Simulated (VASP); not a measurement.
# Al2Ru (Fddd) in VASP: notebook

Al2Ru is run at these levels: PBEsol; tasks: single point, relaxation of cell and atoms.

Everything below comes from runs of VASP 6.6.1. Logs are shortened: lines on timing, memory, paths and dates and some standing lists are left out, and cuts for length are marked.

### Step 1. The cell of the first run

Symmetry: Fddd, No. 70, orthorhombic system. The conventional cell has a = 4.701 Å, b = 7.975 Å, c = 8.770 Å, α = 90.00°, β = 90.00°, γ = 90.00°. Within 3.4 Å of Al (site symmetry 2) lie 5 Ru at 2.57 to 2.72 Å and 9 Al at 2.59 to 3.19 Å. Ru (site symmetry 222) has 10 Al at 2.57 to 2.72 Å and 4 Ru at 3.19 Å within 3.4 Å.

### Step 2. Single point, PBEsol

The input, INCAR:

```
ALGO = Normal
EDIFF = 1E-6
ENCUT = 520
GGA = PS
ISIF = 2
ISMEAR = 0
LASPH = T
LCHARG = F
LREAL = F
LWAVE = F
NBANDS = 29
NELM = 80
PREC = Accurate
SIGMA = 0.01
```

The input, KPOINTS:

```
k-points
0
Gamma
  6 6 6
```

The input, POSCAR:

```
Al2Ru
1.0
    0.0000000000      3.9876221008      4.3852232654
    2.3505043040      0.0000000000      4.3852232654
    2.3505043040      3.9876221008      0.0000000000
Al Ru
4 2
Direct
    0.0789474214      0.4210525786      0.0789474214
    0.4210525786      0.0789474214      0.4210525786
    0.1710525786      0.8289474214      0.1710525786
    0.8289474214      0.1710525786      0.8289474214
    0.7500000000      0.7500000000      0.7500000000
    0.5000000000      0.5000000000      0.5000000000
```

Potentials or basis: VASP PAW PBE potentials, release 64 (Al, Ru_pv).

Launch:

```
$ cat potpaw_PBE.64/Al/POTCAR potpaw_PBE.64/Ru_pv/POTCAR > POTCAR
$ mpirun -np 1 vasp_std > vasp.out
```

OUTCAR:

```text
EDIFF = 1E-6
   ENCUT = 520
   GGA = PS
   ISIF = 2
   ISMEAR = 0
   LASPH = T
   LREAL = F
   NELM = 80
   PREC = Accurate

 ion  position               nearest neighbor table
   1  0.079  0.421  0.079-   6 2.57   6 2.57   3 2.59   3 2.59   5 2.62   2 2.67   2 2.67   5 2.72
                             5 2.72   2 2.73   4 3.19   4 3.19   4 3.19   4 3.19
   2  0.421  0.079  0.421-   6 2.57   6 2.57   4 2.59   4 2.59   5 2.62   1 2.67   1 2.67   5 2.72
                             5 2.72   1 2.73   3 3.19   3 3.19   3 3.19   3 3.19
   3  0.171  0.829  0.171-   5 2.57   5 2.57   1 2.59   1 2.59   6 2.62   4 2.67   4 2.67   6 2.72
                             6 2.72   4 2.73   2 3.19   2 3.19   2 3.19   2 3.19
   4  0.829  0.171  0.829-   5 2.57   5 2.57   2 2.59   2 2.59   6 2.62   3 2.67   3 2.67   6 2.72
                             6 2.72   3 2.73   1 3.19   1 3.19   1 3.19   1 3.19
   5  0.750  0.750  0.750-   4 2.57   3 2.57   4 2.57   3 2.57   1 2.62   2 2.62   2 2.72   2 2.72
                             1 2.72   1 2.72   6 3.19   6 3.19   6 3.19   6 3.19
   6  0.500  0.500  0.500-   1 2.57   2 2.57   1 2.57   2 2.57   3 2.62   4 2.62   3 2.72   3 2.72
                             4 2.72   4 2.72   5 3.19   5 3.19   5 3.19   5 3.19

  LATTYP: Found a face centered orthorhombic cell.
 ALAT       =     4.7010086080
 B/A-ratio  =     1.6964964046
 C/A-ratio  =     1.8656520892

  Lattice vectors:

 A1 = (   0.0000000000,   3.9876221008,   4.3852232654)
 A2 = (   2.3505043040,   0.0000000000,   4.3852232654)
 A3 = (   2.3505043040,   3.9876221008,   0.0000000000)

Analysis of symmetry for initial positions (statically):
=====================================================================
 Subroutine PRICEL returns:
 Original cell was already a primitive cell.

 Routine SETGRP: Setting up the symmetry group for a
 face centered orthorhombic supercell.

 Subroutine GETGRP returns: Found  8 space group operations
 (whereof  4 operations were pure point group operations)
 out of a pool of  8 trial point group operations.

The static configuration has the point symmetry D_2 .
 The point group associated with its full space group is D_2h.

Analysis of symmetry for dynamics (positions and initial velocities):
=====================================================================
 Subroutine PRICEL returns:
 Original cell was already a primitive cell.

 Routine SETGRP: Setting up the symmetry group for a
 face centered orthorhombic supercell.

 Subroutine GETGRP returns: Found  8 space group operations
 (whereof  4 operations were pure point group operations)
 out of a pool of  8 trial point group operations.

The dynamic configuration has the point symmetry D_2 .
 The point group associated with its full space group is D_2h.

 Subroutine INISYM returns: Found  8 space group operations
 (whereof  4 operations are pure point group operations),
 and found     1 'primitive' translations

----------------------------------------------------------------------------------------

                                     Primitive cell

  volume of cell :      82.2047

  direct lattice vectors                    reciprocal lattice vectors
     0.000000000  3.987622101  4.385223265    -0.212720308  0.125388010  0.114019280
     2.350504304  0.000000000  4.385223265     0.212720308 -0.125388010  0.114019280
     2.350504304  3.987622101  0.000000000     0.212720308  0.125388010 -0.114019280

  length of vectors
     5.927167376  4.975445063  4.628822799     0.271978821  0.271978821  0.271978821

  position of ions in fractional coordinates (direct lattice)
     0.078947421  0.421052579  0.078947421
     0.421052579  0.078947421  0.421052579
     0.171052579  0.828947421  0.171052579
     0.828947421  0.171052579  0.828947421
     0.750000000  0.750000000  0.750000000
     0.500000000  0.500000000  0.500000000

  ion indices of the primitive-cell ions
   primitive index   ion index
                 1           1
                 2           2
                 3           3
                 4           4
                 5           5
                 6           6

----------------------------------------------------------------------------------------

 KPOINTS: k-points

Automatic generation of k-mesh.
 Grid dimensions read from file:
 generate k-points for:    6    6    6

 Generating k-lattice:

  Cartesian coordinates                     Fractional coordinates (reciprocal lattice)
    -0.035453385  0.020898002  0.019003213     0.166666667  0.000000000  0.000000000
     0.035453385 -0.020898002  0.019003213     0.000000000  0.166666667 -0.000000000
     0.035453385  0.020898002 -0.019003213     0.000000000 -0.000000000  0.166666667

  Length of vectors
     0.045329803  0.045329803  0.045329803

  Shift w.r.t. Gamma in fractional coordinates (k-lattice)
     0.000000000  0.000000000  0.000000000

 Subroutine IBZKPT returns following result:
 ===========================================

 Found     46 irreducible k-points:

 Following reciprocal coordinates:
            Coordinates               Weight
  0.000000  0.000000  0.000000      1.000000
  0.166667 -0.000000 -0.000000      8.000000
  0.333333 -0.000000 -0.000000      8.000000
  0.500000 -0.000000 -0.000000      4.000000
  0.166667  0.166667  0.000000      2.000000
  0.333333  0.166667  0.000000      8.000000
[... 16 lines left out ...]
 -0.166667  0.166667  0.166667      8.000000
  0.500000  0.333333  0.166667      4.000000
 [... further k-points ...]
   k-points           NKPTS =     46   k-points in BZ     NKDIM =     46   number of bands    NBANDS=     29
   number of dos      NEDOS =    301   number of ions     NIONS =      6
   total plane-waves  NPLWV =  69120
   dimension x,y,z NGX =    48 NGY =   40 NGZ =   36
   dimension x,y,z NGXF=    96 NGYF=   80 NGZF=   72
   ions per type =               4   2
   NGX,Y,Z   is equivalent  to a cutoff of  13.46, 13.37, 12.93 a.u.
   NGXF,Y,Z  is equivalent  to a cutoff of  26.93, 26.73, 25.86 a.u.
 SYSTEM =  unknown system
   PREC   = accura    normal or accurate (medium, high low for compatibility)
   ISTART =      0    job   : 0-new  1-cont  2-samecut
   ICHARG =      2    charge: 1-file 2-atom 10-const
   ISPIN  =      1    spin polarized calculation?
   LNONCOLLINEAR =      F non collinear calculations
   LSORBIT =      F    spin-orbit coupling
   LASPH  =      T    aspherical Exc in radial PAW
   ENCUT  =  520.0 eV  38.22 Ry    6.18 a.u.  11.02  9.25  8.61*2*pi/ulx,y,z
   NELM   =     80;   NELMIN=  2; NELMDL= -5     # of ELM steps
   EDIFF  = 0.1E-05   stopping-criterion for ELM
   LREAL  =      F    real-space projection
   EDIFFG = 0.1E-04   stopping-criterion for IOM
   NSW    =      0    number of steps for IOM
   IBRION =     -1    ionic relax: 0-MD 1-quasi-New 2-CG
   NFREE  =      0    steps in history (QN), initial steepest desc. (CG)
   ISIF   =      2    stress and relaxation
   ISYM   =      2    0-nonsym 1-usesym 2-fastsym
   POTIM  = 0.5000    time-step for ionic-motion
   TEBEG  =    0.0;   TEEND  =   0.0 temperature during run
   PSTRESS=    0.0 pullay stress
   NELECT =      40.0000    total number of electrons
   NUPDOWN=      -1.0000    fix difference up-down
   EMIN   =  10.00;   EMAX   =-10.00  energy-range for DOS
   EFERMI =   0.00;   METHOD = LEGACY
   ISMEAR =     0;   SIGMA  =   0.01  broadening in eV -4-tet -1-fermi 0-gaus
   EFERMI_NEDOS =   21; number of points for ismear=-14 and -15
   IALGO  =     38    algorithm
   IMIX   =      4    mixing-type and parameters
     AMIX     =   0.40;   BMIX     =  1.00
     AMIX_MAG =   1.60;   BMIX_MAG =  1.00
  volume/ion in A,a.u.               =      13.70        92.46
  Fermi-wavevector in a.u.,A,eV,Ry     =   1.287644  2.433295 22.558839  1.658028
  Thomas-Fermi vector in A             =   2.419646
   LORBIT       =      0    0 simple, 1 ext, 2 COOP (PROOUT), +10 PAW based schemes
   GGA     = PS    functional components
   LHFCALC =     F    Hartree Fock is set to
   AEXX    =    0.0000 exact exchange contribution
   IVDW    =     0    specifies the selected vdW correction
   LEPSILON=     F    determine dielectric tensor
   LRPA    =     F    only Hartree local field effects (RPA)
 non-spin polarized calculation
 Gauss-broadening in eV      SIGMA  =   0.01
  energy-cutoff  :      520.00
  volume of cell :       82.20
 maximum number of plane-waves:      2240
 NGX is ok and might be reduce to    48
   NGX = 23   NGY = 19   NGZ = 17

 number of electron      40.0000001 magnetization

 Free energy of the ion-electron system (eV)
  ---------------------------------------------------
  ext. energy  EPLUGINS =         0.00000000
  ---------------------------------------------------
  free energy    TOTEN  =       -40.83087957 eV

  energy without entropy =      -40.83087957  energy(sigma->0) =      -40.83087957

 E-fermi :  10.6790     XC(G=0): -12.0205

 val. band max:       10.6404337840   @ k =   0.0000   0.0000   0.0000
 cond. band min:      10.7189217344   @ k =   0.0000   0.3333   0.3333
 fundamental gap:      0.0784879504
 Fermi energy:        10.6789987957

 k-point     1 :       0.0000    0.0000    0.0000
  band No.  band energies     occupation
      1     -32.0400      2.00000
      2     -31.9540      2.00000
      3     -31.9531      2.00000
      4     -31.9006      2.00000
      5     -31.8891      2.00000
      6     -31.8856      2.00000
[... 21 lines left out ...]
     28      14.5778      0.00000
     29      15.2988      0.00000

 k-point     2 :       0.1667   -0.0000   -0.0000
  band No.  band energies     occupation
      1     -32.0372      2.00000
      2     -31.9670      2.00000
      3     -31.9431      2.00000
      4     -31.9017      2.00000
      5     -31.8894      2.00000
      6     -31.8850      2.00000
[... 696 lines left out ...]
 k-point    24 :       0.5000    0.3333    0.1667
  band No.  band energies     occupation
      1     -32.0217      2.00000
      2     -31.9863      2.00000
      3     -31.9386      2.00000
      4     -31.9145      2.00000
      5     -31.8836      2.00000
      6     -31.8809      2.00000
[... 21 lines left out ...]
     28      16.4676      0.00000
     29      16.7089      0.00000

 [... further k-points ...]

------------------------ aborting loop because EDIFF is reached ----------------------------------------

  FORCE on cell =-STRESS in cart. coord.  units (eV):
  Direction    XX          YY          ZZ          XY          YZ          ZX
  --------------------------------------------------------------------------------------
  -------------------------------------------------------------------------------------
  Total        0.0558868      0.0477015      0.0646483      0.0000000      0.0000000      0.0000000
  in kB        1.0892393      0.9297063      1.2600020      0.0000000      0.0000000      0.0000000
  external PRESSURE =       1.0929825 kB  Pullay stress =       0.0000000 kB

 VOLUME and BASIS-vectors are now :
 -----------------------------------------------------------------------------
  energy-cutoff  :      520.00
  volume of cell :       82.20
      direct lattice vectors                 reciprocal lattice vectors
     0.000000000  3.987622101  4.385223265    -0.212720308  0.125388010  0.114019280
     2.350504304  0.000000000  4.385223265     0.212720308 -0.125388010  0.114019280
     2.350504304  3.987622101  0.000000000     0.212720308  0.125388010 -0.114019280

 POSITION                                       TOTAL-FORCE (eV/Angst)
 -----------------------------------------------------------------------------------
      1.17525      0.62962      2.19261        -0.000000     -0.001653     -0.000000
      1.17525      3.35800      2.19261        -0.000000      0.001653     -0.000000
      2.35050      1.36419      4.38522         0.000000      0.001653     -0.000000
      2.35050      6.61106      4.38522         0.000000     -0.001653     -0.000000
      3.52576      5.98143      6.57783         0.000000      0.000000      0.000000
      2.35050      3.98762      4.38522        -0.000000      0.000000      0.000000
 -----------------------------------------------------------------------------------
    total drift:                               -0.000000     -0.000000     -0.000000

  FREE ENERGIE OF THE ION-ELECTRON SYSTEM (eV)
  ---------------------------------------------------
  free  energy   TOTEN  =       -40.8308795674 eV

  energy  without entropy=      -40.8308795674  energy(sigma->0) =      -40.83087957
```

It took 2.4 min on 1 thread of Intel Xeon 8259CL, shared host; peak memory 0.29 GiB.

Results:

* Free energy: -40.8309 eV
* Pressure: 0.1 GPa

Caveat: the PAW data sets were made with another functional, which shifts forces and pressure a little.

### Step 3. Relaxation of cell and atoms, PBEsol

This run uses another cell than the first one, of 13.74 Å³/atom.

The input, INCAR:

```
PREC = Accurate
ENCUT = 600
EDIFF = 1E-6
ISMEAR = 0
SIGMA = 0.01
LREAL = F
LASPH = T
NELM = 60
ALGO = Normal
ISIF = 3
LWAVE = F
LCHARG = F
GGA = PS
IBRION = 2
NSW = 80
EDIFFG = -0.01
```

The input, KPOINTS:

```
regular mesh
0
Gamma
  4 4 4
```

The input, POSCAR:

```
Al2Ru
1.0
    0.0000000000      3.9898374997      4.3915250777
    2.3524746913      0.0000000000      4.3915250777
    2.3524746913      3.9898374997      0.0000000000
Al Ru
4 2
Direct
    0.0790610300      0.4209389700      0.0790610300
    0.4209389700      0.0790610300      0.4209389700
    0.1709389700      0.8290610300      0.1709389700
    0.8290610300      0.1709389700      0.8290610300
    0.7500000000      0.7500000000      0.7500000000
    0.5000000000      0.5000000000      0.5000000000
```

Potentials or basis: VASP PAW PBE potentials, release 64 (Al, Ru_pv).

Launch:

```
$ cat potpaw_PBE.64/Al/POTCAR potpaw_PBE.64/Ru_pv/POTCAR > POTCAR
$ mpirun -np 1 vasp_std > vasp.out
```

Run time: 2.6 min. Hardware: 1 thread of Intel Xeon 8259CL, shared host; peak memory 0.28 GiB.

It converged, with:

| Property | Result |
| --- | --- |
| Free energy | -40.8314 eV |
| Relaxed volume | 13.70 Å³/atom |
| Relaxed cell | a = 5.928 Å, b = 4.976 Å, c = 4.629 Å, α = 76.12°, β = 54.57°, γ = 49.30° |
| Space group after relaxing (to 0.1 Å) | Fddd (No. 70) |
| Energy gained by relaxing | 0.1 meV/atom |
| Ionic steps | 3 |
| Pressure after relaxing | 0.0 GPa |
| Largest force after relaxing | 0.008 eV/Å |

Forces on the atoms (eV/Å):
```
Al   0.000 -0.008  0.000
Al   0.000  0.008  0.000
Al   0.000  0.008  0.000
Al   0.000 -0.008  0.000
Ru   0.000  0.000  0.000
Ru   0.000  0.000  0.000
```

Stress tensor (GPa, compression positive):
```
 0.06  0.00  0.00
 0.00  0.11  0.00
 0.00  0.00 -0.03
```

The path:
```tsv
step	energy change (eV)	largest force (eV/Å)	pressure (GPa)	volume (Å³)
1	0.0000	0.0156	-0.44	82.44
2	0.0001	0.0002	0.57	81.99
3	-0.0004	0.0081	0.05	82.22
```

Final structure:
```cif
data_structure
_symmetry_space_group_name_H-M 'P 1'
_symmetry_Int_Tables_number 1
_cell_length_a 5.9280
_cell_length_b 4.9757
_cell_length_c 4.6294
_cell_angle_alpha 76.125
_cell_angle_beta 54.574
_cell_angle_gamma 49.301
_cell_volume 82.22
loop_
_atom_site_label
_atom_site_type_symbol
_atom_site_fract_x
_atom_site_fract_y
_atom_site_fract_z
_atom_site_occupancy
Al1 Al 0.07902 0.42098 0.07902 1
Al2 Al 0.42098 0.07902 0.42098 1
Al3 Al 0.17098 0.82902 0.17098 1
Al4 Al 0.82902 0.17098 0.82902 1
Ru1 Ru 0.75000 0.75000 0.75000 1
Ru2 Ru 0.50000 0.50000 0.50000 1
```

Levels at points of the mesh, in eV from the Fermi level:
| k point | band 18 | band 19 | band 20 | band 21 | band 22 | band 23 |
| --- | --- | --- | --- | --- | --- | --- |
| (0.00, 0.00, 0.00) | -1.31 | -1.29 | -0.06 | 1.62 | 2.23 | 2.29 |
| (0.50, 0.00, 0.00) | -2.18 | -1.20 | -0.95 | 0.28 | 0.66 | 1.78 |
| (0.50, 0.50, 0.00) | -1.65 | -1.41 | -1.41 | 2.19 | 2.19 | 2.41 |
| (0.50, 0.00, 0.50) | -2.36 | -1.51 | -1.51 | 1.69 | 1.69 | 2.36 |
| (0.00, 0.50, 0.50) | -2.58 | -1.33 | -1.33 | 0.29 | 0.29 | 4.60 |

Caveat: the k points lie up to 0.43 Å⁻¹ apart in the final cell; the PAW data sets were made with another functional, which shifts forces and pressure a little.
